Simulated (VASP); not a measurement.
Input of a VASP 6.6.1 run:

INCAR

```
SYSTEM = C
  PREC = Accurate
  ENCUT = 520
  EDIFF = 1E-6
  ISMEAR = 0
  SIGMA = 0.05
  LREAL = .FALSE.
  LASPH = .TRUE.
  NELM = 80
  ALGO = Normal
  ISIF = 2
  LWAVE = .FALSE.
  LCHARG = .FALSE.
  GGA = PE
  NBANDS = 36
```

Contents of KPOINTS:

```
Automatic mesh
0
G
  10 10 2
  0 0 0
```

POSCAR

```
C
1.0
    1.7834000000     -1.7834000000      0.0000000000
    1.7834000000      0.0000000000     -1.7834000000
   10.5977016151     10.5977016151     10.5977016151
C
12
Direct
    0.6666666667      0.6666666667      0.1823276899
    0.0000000000      0.0000000000      0.0701398423
    0.3333333333      0.3333333333      0.2945155374
    0.6666666667      0.6666666667      0.5188912326
    1.0000000000      1.0000000000      0.4067033850
    0.3333333333      0.3333333333      0.6310790801
    0.6666666667      0.6666666667      0.2664685755
    1.0000000000      1.0000000000      0.1542807280
    0.3333333333      0.3333333333      0.3786564231
    0.6666666667      0.6666666667      0.6030321182
    0.0000000000      0.0000000000      0.4908442707
    0.3333333333      0.3333333333      0.0420928804
```

Potentials or basis: VASP PAW PBE potentials, release 64 (C).

Command:

```sh
$ cat potpaw_PBE.64/C/POTCAR > POTCAR
$ mpirun -np 1 vasp_std > vasp.out
```

(1) Estimate the largest force.

(2) Estimate the band gap on the k mesh.

(3) What does it give for the pressure?

## Answers

(1) 4.704 eV/Å.

(2) zero (bands 24 and 25 overlap by 0.16 eV).

(3) -0.3 GPa.

Caveat: the cell differs from its parent crystal (the distance across one plane changed); forces of over 1 eV/Å act on the atoms, so gaps and moduli don't describe the material at rest.
